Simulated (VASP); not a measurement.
# B (P6_3/mmc) in VASP: notebook, part 2 of 2

VASP 6.6.1. The steps go on from the part before.

## Step 3: Relaxation of cell and atoms, BLYP

This run uses another cell than the first one, of 6.55 Å³/atom, 0.430 times its volume.

Contents of INCAR:

```
SYSTEM = B
AGGAC = 1.0
AGGAX = 1.0
ALDAC = 0.0
ALDAX = 1.0
ALGO = Normal
EDIFF = 1E-6
EDIFFG = -0.01
ENCUT = 600
GGA = B5
IBRION = 2
ISIF = 3
ISMEAR = -1
LASPH = .TRUE.
LCHARG = .FALSE.
LREAL = .FALSE.
LWAVE = .FALSE.
NELM = 60
NSW = 80
PREC = Accurate
SIGMA = 0.1
```

Contents of KPOINTS:

```
k-points
0
G
  17 17 5
  0 0 0
```

Contents of POSCAR:

```
B
1.0
    2.1005919712      0.0000000000      0.0000000000
   -1.0502959856      1.8191660100      0.0000000000
    0.0000000000      0.0000000000      6.8605333778
B
4
Direct
    0.0000000000      0.0000000000      0.0000000000
    0.0000000000      0.0000000000      0.5000000000
    0.3333333333      0.6666666667      0.2500000000
    0.6666666667      0.3333333333      0.7500000000
```

Potentials or basis: VASP PAW PBE potentials, release 64 (B).

On the command line:

```sh
cat potpaw_PBE.64/B/POTCAR > POTCAR
mpirun -np 1 vasp_std > vasp.out
```

OUTCAR:

```text
SYSTEM = B
   EDIFF = 1E-6
   EDIFFG = -0.01
   ENCUT = 600
   GGA = B5
   IBRION = 2
   ISIF = 3
   ISMEAR = -1
   LASPH = .TRUE.
   LREAL = .FALSE.
   NELM = 60
   NSW = 80
   PREC = Accurate

 ion  position               nearest neighbor table
   1  0.000  0.000  0.000-   3 2.10   4 2.10   3 2.10   4 2.10   4 2.10   3 2.10
   2  0.000  0.000  0.500-   3 2.10   4 2.10   3 2.10   4 2.10   4 2.10   3 2.10
   3  0.333  0.667  0.250-   1 2.10   2 2.10   1 2.10   2 2.10   1 2.10   2 2.10
   4  0.667  0.333  0.750-   1 2.10   2 2.10   1 2.10   2 2.10   1 2.10   2 2.10

  LATTYP: Found a hexagonal cell.
 ALAT       =     2.1005919712
 C/A-ratio  =     3.2659999999

  Lattice vectors:

 A1 = (   2.1005919712,   0.0000000000,   0.0000000000)
 A2 = (  -1.0502959856,   1.8191660100,   0.0000000000)
 A3 = (   0.0000000000,   0.0000000000,   6.8605333778)

Analysis of symmetry for initial positions (statically):
=====================================================================
 Subroutine PRICEL returns:
 Original cell was already a primitive cell.

 Routine SETGRP: Setting up the symmetry group for a
 hexagonal supercell.

 Subroutine GETGRP returns: Found 24 space group operations
 (whereof 12 operations were pure point group operations)
 out of a pool of 24 trial point group operations.

The static configuration has the point symmetry D_3d.
 The point group associated with its full space group is D_6h.

Analysis of symmetry for dynamics (positions and initial velocities):
=====================================================================
 Subroutine PRICEL returns:
[... 288 lines left out ...]
      5      -1.6075      2.00000
      6       1.7161      2.00000
      7       1.7172      2.00000
      8       5.6939      2.00000
      9      16.7254      0.00000
     10      23.1929      0.00000
[... 287 lines left out ...]
 k-point    24 :       0.1765    0.1765    0.0000
  band No.  band energies     occupation
      1      -4.3986      2.00000
      2      -3.7078      2.00000
      3      -3.7070      2.00000
      4      -2.7700      2.00000
      5       5.5968      2.00000
      6       8.4464      2.00000
      7       8.4473      2.00000
      8      12.5411      0.00000
      9      20.1813      0.00000
     10      23.6635      0.00000

 [... further k-points ...]

[... ionic steps 4 to 28 ...]

--------------------------------------- Ionic step       29  -------------------------------------------

 number of electron      12.0000001 magnetization

------------------------ aborting loop because EDIFF is reached ----------------------------------------
[... 71 lines left out ...]
--------------------------------------- Ionic step       31  -------------------------------------------

 number of electron      12.0000001 magnetization

 Free energy of the ion-electron system (eV)
  ---------------------------------------------------
  ext. energy  EPLUGINS =         0.00000000
  ---------------------------------------------------
  free energy    TOTEN  =       -20.95747090 eV

  energy without entropy =      -20.92791552  energy(sigma->0) =      -20.94269321

 E-fermi :   6.9839     XC(G=0): -10.3399

 val. band max:        6.9481704921   @ k =   0.2941  -0.0000   0.2000
 cond. band min:       7.0291637748   @ k =   0.1765   0.1765   0.4000
 fundamental gap:      0.0809932827
 Fermi energy:         6.9838556732

 k-point     1 :       0.0000    0.0000    0.0000
  band No.  band energies     occupation
      1     -10.2912      2.00000
      2      -9.9025      2.00000
      3      -9.9016      2.00000
      4      -9.4200      2.00000
      5      -2.0879      2.00000
      6      -0.4877      2.00000
      7      -0.4741      2.00000
      8       1.6585      2.00000
      9      10.9543      0.00000
     10      14.9879      0.00000
[... 330 lines left out ...]
  FREE ENERGIE OF THE ION-ELECTRON SYSTEM (eV)
  ---------------------------------------------------
  free  energy   TOTEN  =       -20.9574708995 eV

  energy  without entropy=      -20.9279155229  energy(sigma->0) =      -20.94269321

 reached required accuracy - stopping structural energy minimisation
```

OSZICAR:

```text
N       E                     dE             d eps       ncg     rms          rms(c)
DAV:   1     0.228204951285E+02    0.22820E+02   -0.66484E+03  1988   0.125E+03
DAV:   2    -0.156468117717E+02   -0.38467E+02   -0.36047E+02  2552   0.177E+02
[... 244 lines left out ...]
  30 F= -.20957449E+02 E0= -.20942685E+02  d E =-.247165E-04
       N       E                     dE             d eps       ncg     rms          rms(c)
DAV:   1    -0.209575144193E+02   -0.65021E-04   -0.13222E-03  1984   0.308E-01    0.239E-02
DAV:   2    -0.209574819242E+02    0.32495E-04   -0.33288E-05  2138   0.455E-02    0.120E-02
DAV:   3    -0.209574708552E+02    0.11069E-04   -0.24250E-05  2142   0.340E-02    0.136E-03
DAV:   4    -0.209574708995E+02   -0.44292E-07   -0.42423E-07  1418   0.507E-03
  31 F= -.20957471E+02 E0= -.20942693E+02  d E =-.462049E-04
```

CONTCAR:

```text
B
   1.00000000000000
     1.7143150924381620   -0.0000000000000006   -0.0000000000000000
    -0.8571575462190811    1.4846404201306425    0.0000000000000000
    -0.0000000000000000    0.0000000000000000   12.5828738132956399
  B
     4
Direct
     0.0000000000000000    0.0000000000000000    0.0000000000000000
     0.0000000000000000    0.0000000000000000    0.5000000000000000
     0.3333333332999970    0.6666666667000030    0.2500000000000000
     0.6666666667000030    0.3333333332999970    0.7500000000000000

  0.00000000E+00  0.00000000E+00  0.00000000E+00
  0.00000000E+00  0.00000000E+00  0.00000000E+00
  0.00000000E+00  0.00000000E+00  0.00000000E+00
  0.00000000E+00  0.00000000E+00  0.00000000E+00
```

It took 7 min on 1 thread of AMD EPYC 9R45 (Zen 5), shared host; peak memory 0.13 GiB.

What came out:

```yaml
Free_energy: -20.9575 eV
Relaxed_volume: 8.01 Å³/atom
Relaxed_cell: a = 1.714 Å, b = 1.714 Å, c = 12.583 Å, α = 90.00°, β = 90.00°, γ = 120.00°
Space_group_after_relaxing_to_0.05_Å: P6_3/mmc (No. 194)
Energy_gained_by_relaxing: 966.5 meV/atom
Ionic_steps: 31
Pressure_after_relaxing: 0.1 GPa
Band_gap_on_the_k_mesh: zero (band 6 reaches 9.89 eV, above the bottom of band 7 at -0.47 eV)
```

Step by step:
| step | energy change (eV) | largest force (eV/Å) | pressure (GPa) | volume (Å³) |
| --- | --- | --- | --- | --- |
| 1 | 0.0000 | 0.0000 | -12.62 | 26.22 |
| 2 | -0.0915 | 0.0000 | 3.03 | 24.30 |
| 3 | -0.0915 | 0.0000 | 2.96 | 24.31 |
| 4 | -0.1691 | 0.0000 | 5.72 | 24.08 |
| 5 | -0.5129 | 0.0000 | 18.07 | 23.28 |
| 6 | -0.6204 | 0.0000 | 75.28 | 21.20 |
| 7 | -0.7707 | 0.0000 | 50.92 | 21.91 |
| 8 | -0.7454 | 0.0000 | 58.77 | 21.66 |
| 9 | -0.6907 | 0.0000 | 68.01 | 21.40 |
| 10 | -0.7318 | 0.0000 | 61.81 | 21.57 |
| 11 | -0.7363 | 0.0000 | 62.21 | 21.57 |
| 12 | -0.7481 | 0.0000 | 63.45 | 21.56 |
| 13 | -0.7619 | 0.0000 | 66.07 | 21.55 |
| 14 | -0.7754 | 0.0000 | 71.39 | 21.51 |
| 15 | -0.7836 | 0.0000 | 80.99 | 21.39 |
| 16 | -0.8452 | 0.0000 | 107.99 | 21.03 |
| 17 | 1.9306 | 0.0000 | 223.21 | 19.85 |
| 18 | -0.8263 | 0.0000 | 112.51 | 20.98 |
| 19 | -0.9403 | 0.0000 | 117.91 | 21.15 |
| 20 | -0.9628 | 0.0000 | 127.12 | 21.34 |
| 21 | -1.1980 | 0.0000 | 119.75 | 21.70 |
| 22 | -1.8235 | 0.0000 | 99.39 | 22.77 |
| 23 | -2.7572 | 0.0000 | 66.70 | 25.01 |
| 24 | -3.6569 | 0.0000 | 23.44 | 29.78 |
| 25 | -3.7438 | 0.0000 | 12.61 | 31.58 |
| 26 | -3.7503 | 0.0000 | 10.22 | 32.03 |
| 27 | -3.8033 | 0.0000 | 7.42 | 32.02 |
| 28 | -3.8658 | 0.0000 | 0.15 | 31.97 |
| 29 | -3.8658 | 0.0000 | 0.34 | 31.97 |
| 30 | -3.8658 | 0.0000 | 0.26 | 31.99 |
| 31 | -3.8659 | 0.0000 | 0.10 | 32.03 |

Final structure:
```
CELL_PARAMETERS angstrom
1.71432 0.00000 0.00000
-0.85716 1.48464 0.00000
0.00000 0.00000 12.58287
ATOMIC_POSITIONS crystal
B 0.00000 0.00000 0.00000
B 0.00000 0.00000 0.50000
B 0.33333 0.66667 0.25000
B 0.66667 0.33333 0.75000
```

Caveat: the volume moved by over 15 % at a fixed basis, so the end points are rough; the PAW data sets were made with another functional, which shifts forces and pressure a little; this functional lacks dispersion, which binds the layers, so the pressure and a relaxed spacing across them are unreliable.
